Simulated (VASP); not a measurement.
Wanted: the native input for a VASP 6.6.1 run.

```yaml
Task: G0W0 quasiparticle levels
Functional: PBE
Potentials_or_basis: VASP PAW PBE potentials, release 64 (Mg_GW, O_GW)
Cutoff: 500 eV
k_mesh: 6 × 6 × 6
Occupations: gaussian, width 0.01 eV
Spin: no spin polarisation
Dipole_correction: no
GW_scheme: G0W0
GW_iterations: 1
Cutoff_of_the_response_function: 140
Frequency_points: 96
Empty_bands: 89
Further_INCAR_settings: ALGO = EVGW0; EDIFF = 1e-08; NBANDS = 93
```

MgO:

```xyz
2
Lattice="0.0000 2.2820 2.2820 2.2820 0.0000 2.2820 2.2820 2.2820 0.0000" Properties=species:S:1:pos:R:3 pbc="T T T"
Mg    0.0000    0.0000    0.0000
O     1.1410    1.1410    1.1410
```

The input as run:

POSCAR

```
MgO
1.0
    0.0000000000      2.2820056617      2.2820056617
    2.2820056617      0.0000000000      2.2820056617
    2.2820056617      2.2820056617      0.0000000000
Mg O
1 1
Direct
    0.0000000000      0.0000000000      0.0000000000
    0.2500000000      0.2500000000      0.2500000000
```

INCAR.step1

```
SYSTEM = MgO
ALGO = Normal
EDIFF = 1E-8
ENCUT = 500
GGA = PE
ISMEAR = 0
LASPH = .TRUE.
LCHARG = .FALSE.
LREAL = .FALSE.
LWAVE = .TRUE.
NELM = 100
PREC = Accurate
SIGMA = 0.01
```

INCAR.step2

```
SYSTEM = MgO
ALGO = Exact
EDIFF = 1E-8
ENCUT = 500
GGA = PE
ISMEAR = 0
ISTART = 1
LASPH = .TRUE.
LCHARG = .FALSE.
LOPTICS = .TRUE.
LREAL = .FALSE.
LWAVE = .TRUE.
NBANDS = 93
NELM = 1
PREC = Accurate
SIGMA = 0.01
```

INCAR.step3

```
SYSTEM = MgO
ALGO = EVGW0
EDIFF = 1E-8
ENCUT = 500
ENCUTGW = 140.0
GGA = PE
ISMEAR = 0
ISTART = 1
LASPH = .TRUE.
LCHARG = .FALSE.
LREAL = .FALSE.
LWAVE = .FALSE.
NBANDS = 93
NBANDSGW = 12
NELMGW = 1
NOMEGA = 96
OMEGAMAX = 20
PREC = Accurate
PRECFOCK = Fast
SIGMA = 0.01
```

KPOINTS

```
k-points
0
G
  6 6 6
  0 0 0
```

Potentials or basis: VASP PAW PBE potentials, release 64 (Mg_GW, O_GW).

Launch:

```sh
$ cat potpaw_PBE.64/Mg_GW/POTCAR potpaw_PBE.64/O_GW/POTCAR > POTCAR
$ cp INCAR.step1 INCAR
$ mpirun -np 1 vasp_std > vasp.out
$ cp INCAR.step2 INCAR
$ mpirun -np 1 vasp_std > vasp.out
$ cp INCAR.step3 INCAR
$ mpirun -np 1 vasp_std > vasp.out
```

It gave:

```yaml
Quasiparticle_gap: 5.80 eV
Least_direct_quasiparticle_gap: 5.80 eV
Band_gap_of_the_starting_levels_on_the_mesh: 3.64 eV
Least_direct_gap_of_the_starting_levels_on_the_mesh: 3.64 eV
```

Caveat: the k points lie up to 0.40 Å⁻¹ apart; bands, screening cutoff and mesh are small and nothing is extrapolated, so the quasiparticle values aren't converged; the structure was generated, so it needn't be the stable form of MgO.

Run time: 3.4 min on 1 thread of Intel(R) Xeon(R) 6975P-C (Granite Rapids) (shared host), peak memory 0.42 GiB.
